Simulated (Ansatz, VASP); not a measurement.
## Two plane-wave programs on BaTiO3

```
Ba Ti O
1.0
     2.81938    1.64237    2.29640
    -2.82657    1.60793    2.32943
    -0.03342   -3.29056    2.34127
Ba Ti O
1 1 3
Direct
  0.00264 0.01486 0.03540
  0.51818 0.50163 0.52291
  0.48318 0.47510 0.96887
  0.47790 0.97063 0.46766
  0.02053 0.49905 0.49555
```

Change from the starting cell: kmesh displaced: [2, 2, 2] Gamma-centred.

Alike in both runs: task single point; functional PBEsol; k mesh 2 × 2 × 2; occupations gaussian, width 0.02 eV; no spin polarisation.

|  | VASP | Ansatz |
| --- | --- | --- |
| version | VASP 6.6.1 | Ansatz 0.2.0 |
| potentials or method | VASP PAW PBE potentials, release 64 (Ba_sv, Ti_sv, O_h), cutoff 1340 eV | scalar-relativistic, plane waves, PAW |
| valence electrons in the cell | 40 | 40 |

Ansatz gave:

| Property | Result |
| --- | --- |
| gap on the k mesh at the Fermi level (eV) | 2.04 |
| least direct gap on the mesh (eV) | 2.37 |
| pressure (GPa) | 1.0 |
| traceless stress, the component that is largest in VASP (GPa) | 2.13 |
| rms of the force components (eV/Å) | 0.785 |

What did VASP give for the same quantities?

gap on the k mesh at the Fermi level (eV): 1.98; least direct gap on the mesh (eV): 2.35; pressure (GPa): 2.8; traceless stress, the component that is largest in VASP (GPa): 2.29; rms of the force components (eV/Å): 0.790.

VASP's potentials were made for PBE, not for PBEsol. Atom by atom the forces differ by 0.052 eV/Å (rms over components).

The k mesh is coarse, so the values compare programs but aren't converged. Spin-orbit coupling is off throughout.
